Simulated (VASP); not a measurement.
Crystal: InP.

```
In P
1.0
     0.00000    2.93050    2.93050
     2.93050    0.00000    2.93050
     2.93050    2.93050    0.00000
In P
1 1
Cartesian
  0.0000 0.0000 0.0000
  4.3957 4.3957 4.3957
```

* Program: VASP 6.6.1
* Task: relaxation of cell and atoms
* Functional: RPBE
* Potentials or basis: VASP PAW PBE potentials, release 64 (In_d, P)
* Cutoff: 600 eV
* k mesh: 8 × 8 × 8
* Occupations: fermi-dirac, width 0.05 eV
* Spin: no spin polarisation

At the start: pressure 5.1 GPa; volume 25.17 Å³/atom.

Task: Where does the relaxation end?

Result: Over 3 steps the energy falls by 30.4 meV/atom and the volume is 27.21 Å³/atom (+8.1 %); space group F-43m (No. 216, to 0.05 Å).

The path:
```csv
step,energy change (eV),largest force (eV/Å),pressure (GPa),volume (Å³)
1,0.0000,0.0000,5.13,50.33
2,-0.0491,0.0000,-1.80,56.43
3,-0.0607,0.0000,0.01,54.42
```

Final structure:
```
In P
1.0
     0.00000    3.00772    3.00772
     3.00772    0.00000    3.00772
     3.00772    3.00772    0.00000
In P
1 1
Cartesian
  0.0000 0.0000 0.0000
  4.5116 4.5116 4.5116
```

Caveat: the PAW data sets were made with another functional, which shifts forces and pressure a little.
